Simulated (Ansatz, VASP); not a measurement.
**SnO in VASP and in Ansatz**

```
Sn O
1.0
     3.35500    0.00000    0.00000
     0.00000    5.67410    0.00000
     0.00000    0.00000    4.22197
Sn O
2 2
Direct
  0.97892 0.21945 0.51314
  0.47892 0.75563 0.01314
  0.00000 0.89125 0.73686
  0.50000 0.10875 0.23686
```

Change from the starting cell: all Sn atoms moved -0.100 Å, as atom 1 along Cartesian [1 1 0].

Alike in both runs: task single point; functional PBEsol; k mesh 8 × 6 × 6; occupations gaussian, width 0.05 eV; no spin polarisation.

|  | VASP | Ansatz |
| --- | --- | --- |
| version | VASP 6.6.1 | Ansatz 0.2.0 |
| potentials or method | VASP PAW PBE potentials, release 64 (Sn_d, O), cutoff 520 eV | scalar-relativistic, plane waves, PAW |
| valence electrons in the cell | 40 | 40 |

Ansatz gave:

- gap on the k mesh at the Fermi level (eV): 1.31
- least direct gap on the mesh (eV): 1.90
- pressure (GPa): -2.7
- traceless stress, the component that is largest in VASP (GPa): 1.34
- rms of the force components (eV/Å): 0.445

Which values does VASP return?

gap on the k mesh at the Fermi level (eV): 1.30; least direct gap on the mesh (eV): 1.89; pressure (GPa): -2.5; traceless stress, the component that is largest in VASP (GPa): 1.40; rms of the force components (eV/Å): 0.443.

VASP's potentials were made for PBE, not for PBEsol. Atom by atom the forces differ by 0.034 eV/Å (rms over components). With one functional, cell and mesh, what is left measures potentials, basis and numerics.
